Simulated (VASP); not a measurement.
Wanted: the native input for a VASP 6.6.1 run.

```yaml
Task: single point
Functional: r2SCAN
Potentials_or_basis: VASP PAW PBE potentials, release 64 (Mo_sv, S)
Cutoff: 520 eV
k_mesh: 12 × 12 × 1
Occupations: gaussian, width 0.05 eV
Spin: no spin polarisation
Dipole_correction: no
Further_INCAR_settings: ALGO = Normal; EDIFF = 1e-06; NBANDS = 49
```

The system is MoS2, a slab with vacuum.

```
Mo S
1.0
     3.18427    0.00000    0.00000
    -1.59214    2.75766    0.00000
     0.00000    0.00000   28.41881
Mo S
3 6
Direct
  0.66667 0.33333 0.00000
  0.33333 0.66667 0.77144
  0.33333 0.66667 0.22856
  0.33333 0.66667 0.05464
  0.66667 0.33333 0.82608
  0.66667 0.33333 0.28318
  0.33333 0.66667 0.94536
  0.66667 0.33333 0.71682
  0.66667 0.33333 0.17392
```

These files were run (other wordings do the same):

POSCAR

```
MoS2
1.0
    3.1842713585      0.0000000000      0.0000000000
   -1.5921356792      2.7576598890      0.0000000000
    0.0000000000      0.0000000000     28.4188140530
Mo S
3 6
Direct
    0.6666666667      0.3333333333      0.0000000000
    0.3333333333      0.6666666667      0.7714360451
    0.3333333333      0.6666666667      0.2285639549
    0.3333333333      0.6666666667      0.0546374042
    0.6666666667      0.3333333333      0.8260779181
    0.6666666667      0.3333333333      0.2831796040
    0.3333333333      0.6666666667      0.9453625958
    0.6666666667      0.3333333333      0.7168203960
    0.6666666667      0.3333333333      0.1739220819
```

INCAR.step1

```
SYSTEM = MoS2
  PREC = Accurate
  ENCUT = 520
  ISMEAR = 0
  SIGMA = 0.05
  LREAL = .False.
  LASPH = .True.
  NELM = 80
  NBANDS = 49
  GGA = PE
  ALGO = Normal
  EDIFF = 1E-4
  LWAVE = .True.
  LCHARG = .False.
```

INCAR.step2

```
SYSTEM = MoS2
  PREC = Accurate
  ENCUT = 520
  EDIFF = 1E-6
  ISMEAR = 0
  SIGMA = 0.05
  LREAL = .False.
  LASPH = .True.
  NELM = 80
  ALGO = Normal
  ISIF = 2
  LWAVE = .False.
  LCHARG = .True.
  METAGGA = R2SCAN
  LMIXTAU = .True.
  LELF = .True.
  LVHAR = .True.
  NBANDS = 49
  ISTART = 1
```

KPOINTS

```
Automatic mesh
0
Gamma
  12 12 1
  0 0 0
```

Potentials or basis: VASP PAW PBE potentials, release 64 (Mo_sv, S).

Command:

```bash
$ cat potpaw_PBE.64/Mo_sv/POTCAR potpaw_PBE.64/S/POTCAR > POTCAR
$ cp INCAR.step1 INCAR
$ mpirun -np 1 vasp_std > vasp.out
$ cp INCAR.step2 INCAR
$ mpirun -np 1 vasp_std > vasp.out
```

It gave:

```json
{"Largest force": "0.003 eV/Å", "Band gap on the k mesh": "1.28 eV (least direct gap 1.74 eV)"}
```

Caveat: there is no dipole correction, which matters where the two faces differ; the PAW data sets were made with another functional, which shifts forces and pressure a little.

It took 40 min on 1 thread of Oxide Virtual Turin-like Processor, on a shared host, peak memory 0.44 GiB.
